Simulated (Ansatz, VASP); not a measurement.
## Two plane-wave programs on SnSe

Contents of POSCAR:

```
SnSe
1.0
    0.0000000000      3.0021131537      3.0021131537
    3.0021131537      0.0000000000      3.0021131537
    3.0021131537      3.0021131537      0.0000000000
Sn Se
1 1
Direct
    0.0000000000      0.0000000000      0.0000000000
    0.5000000000      0.5000000000      0.5000000000
```

INCAR.step1

```
  PREC = Accurate
  ENCUT = 520
  ISMEAR = -1
  SIGMA = 0.02
  LREAL = F
  LASPH = T
  NELM = 150
  MAGMOM = 0 0 0 0 0 0
  LSORBIT = T
  GGA_COMPAT = F
  NBANDS = 32
  GGA = PE
  ALGO = Normal
  EDIFF = 1E-4
  LWAVE = T
  LCHARG = F
```

File INCAR.step2:

```
  PREC = Accurate
  ENCUT = 520
  EDIFF = 1E-6
  ISMEAR = -1
  SIGMA = 0.02
  LREAL = F
  LASPH = T
  NELM = 150
  ALGO = Normal
  ISIF = 2
  LWAVE = F
  LCHARG = T
  MAGMOM = 0 0 0 0 0 0
  LORBIT = 11
  LSORBIT = T
  GGA_COMPAT = F
  LORBMOM = T
  METAGGA = R2SCAN
  LMIXTAU = T
  LVHAR = T
  NBANDS = 32
  ISTART = 1
```

File KPOINTS:

```
regular mesh
0
Gamma
  8 8 8
```

Input for Ansatz:

```yaml
crystal:
  lattice:
    - [0.0, 3.0021131537, 3.0021131537]
    - [3.0021131537, 0.0, 3.0021131537]
    - [3.0021131537, 3.0021131537, 0.0]
  atoms:
    - { symbol: Sn, position: [0.0, 0.0, 0.0] }
    - { symbol: Se, position: [0.5, 0.5, 0.5] }
kpoints:
  mp_grid: { grid: [8, 8, 8] }
  band_path:
    path:
      - [0.0, 0.0, 0.0]
      - [0.5, 0.0, 0.5]
      - [0.625, 0.25, 0.625]
      - [0.375, 0.375, 0.75]
      - [0.5, 0.5, 0.5]
      - [0.5, 0.25, 0.75]
      - [0.5, 0.475, 0.525]
      - [-0.052246, -0.051758, 0.484131]
      - [-0.057292, -0.041911, 0.479818]
    npoints: 1
hamiltonian:
  xc: r2scan
scf:
  occupations: { method: fermi_dirac, width: 0.02 }
  n_extra_bands: 8
magnetization:
  noncollinear: true
  spin_orbit: true
output:
  forces: true
  stress: true
  eigenvalues: true
```

Alike in both runs: task single point; functional r2SCAN; k mesh 8 × 8 × 8; occupations fermi-dirac, width 0.02 eV; non-collinear spin, spin-orbit coupling.

```csv
,VASP,Ansatz
version,VASP 6.6.1,Ansatz 0.2.0
potentials or method,"VASP PAW PBE potentials, release 64 (Sn_d, Se)","plane waves, PAW"
plane-wave cutoff (eV),520,500
valence electrons in the cell,20,30
```

|  | VASP | Ansatz | Ansatz less VASP |
| --- | --- | --- | --- |
| pressure (GPa) | 0.3 | 0.2 | -0.03 |

VASP's potentials were made for PBE, not for r2SCAN. With one functional, cell and mesh, what is left measures potentials, basis and numerics. VASP's potentials hold 20 valence electrons a cell and Ansatz's 30, so a difference there can come from the potentials and not from the codes.
